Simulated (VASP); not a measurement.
A run of VASP 6.6.1:

Contents of INCAR:

```
SYSTEM = CaSe
PREC = Accurate
ENCUT = 520
EDIFF = 1E-6
ISMEAR = 0
SIGMA = 0.01
LREAL = .FALSE.
LASPH = .TRUE.
NELM = 80
ALGO = Normal
ISIF = 2
LWAVE = .FALSE.
LCHARG = .FALSE.
GGA = PE
NBANDS = 15
```

File KPOINTS:

```
regular mesh
0
G
  4 4 4
  0 0 0
```

File POSCAR:

```
CaSe
1.0
    0.0000000000      2.9675351127      2.9675351127
    2.9081844104      0.0000000000      2.9675351127
    2.9081844104      2.9675351127      0.0000000000
Ca Se
1 1
Direct
    0.0000000000      0.0000000000      0.0000000000
    0.5000000000      0.5000000000      0.5000000000
```

Potentials or basis: VASP PAW PBE potentials, release 64 (Ca_sv, Se).

Run with:

```console
$ cat potpaw_PBE.64/Ca_sv/POTCAR potpaw_PBE.64/Se/POTCAR > POTCAR
$ mpirun -np 1 vasp_std > vasp.out
```

Hardware: 1 thread of AMD EPYC 9R45 96-Core Processor (Zen 5) (shared host).

**Question.** How long does it take, and how much memory?

**Answer.** Run time: 5.7 s on 1 thread of AMD EPYC 9R45 96-Core Processor (Zen 5), on a shared host, peak memory 0.15 GiB. Counts: scf iterations 12, k points 13.
